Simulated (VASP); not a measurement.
Input of a VASP 6.6.1 run:

Contents of INCAR:

```
PREC = Accurate
ENCUT = 500
EDIFF = 1E-6
ISMEAR = 0
SIGMA = 0.1
LREAL = False
LASPH = True
NELM = 120
ALGO = Normal
ISIF = 2
LWAVE = False
LCHARG = True
GGA = PE
LELF = True
LVHAR = True
NBANDS = 27
GGA_COMPAT = False
```

File KPOINTS:

```
Automatic mesh
0
Gamma
  3 3 4
```

POSCAR

```
AlInAsP3
1.0
    6.1986044600      0.0000000000      0.0000000000
   -3.0993022300      5.3681489300      0.0000000000
    0.0000000000      0.0000000000      3.8658525500
Al In P As
1 1 3 1
Direct
    0.0000000000      0.0000000000      0.0000000000
    0.3333333300      0.6666666700      0.0000000000
    0.0129650000      0.5064825000      0.5000000000
    0.4935175000      0.5064825000      0.5000000000
    0.4935175000      0.9870350000      0.5000000000
    0.6666666700      0.3333333300      0.0000000000
```

Potentials or basis: VASP PAW PBE potentials, release 64 (Al, In_d, P, As).

Launch:

```console
$ cat potpaw_PBE.64/Al/POTCAR potpaw_PBE.64/In_d/POTCAR potpaw_PBE.64/P/POTCAR potpaw_PBE.64/As/POTCAR > POTCAR
$ mpirun -np 1 vasp_std > vasp.out
```

**Question.** What does it give for the band gap on the k mesh?

**Answer.** Zero (bands 18 and 19 overlap by 1.06 eV).

**Question.** Predict the pressure.

**Answer.** 2.5 GPa.

**Question.** Estimate the largest force.

**Answer.** 0.990 eV/Å.

Stress tensor (GPa, compression positive):
```
3.28 0.00 0.00
0.00 3.28 0.00
0.00 0.00 0.83
```

Caveat: the k points lie up to 0.41 Å⁻¹ apart, too coarse for converged energies and pressures of a metal; spin-orbit coupling is left out, which moves the levels of the heavy elements.
